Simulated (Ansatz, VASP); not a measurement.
# Nb in VASP and in Ansatz

```
Nb
1.0
     4.66588    0.00000    0.00000
    -2.33294    4.04077    0.00000
     0.00000    0.00000    2.86018
Nb
3
Direct
  0.00000 0.00000 0.00000
  0.33333 0.66667 0.50000
  0.66667 0.33333 0.50000
```

Alike in both runs: task relaxation of cell and atoms; functional BLYP; k mesh 8 × 8 × 11; occupations fermi-dirac, width 0.1 eV; no spin polarisation.

|  | VASP | Ansatz |
| --- | --- | --- |
| version | VASP 6.6.1 | Ansatz 0.2.0 |
| potentials or method | VASP PAW PBE potentials, release 64 (Nb_sv), cutoff 600 eV | plane waves (420 eV) with PAW, scalar-relativistic |
| valence electrons in the cell | 39 | 39 |

Ansatz gave:

* relaxed volume (Å³/atom): 19.24
* relaxed cell length with the largest relative difference (Å): 2.715

**Question.** Estimate VASP's values.

**Answer.** Relaxed volume (Å³/atom): 19.24; relaxed cell length with the largest relative difference (Å): 2.714.

VASP's potentials were made for PBE, not for BLYP.
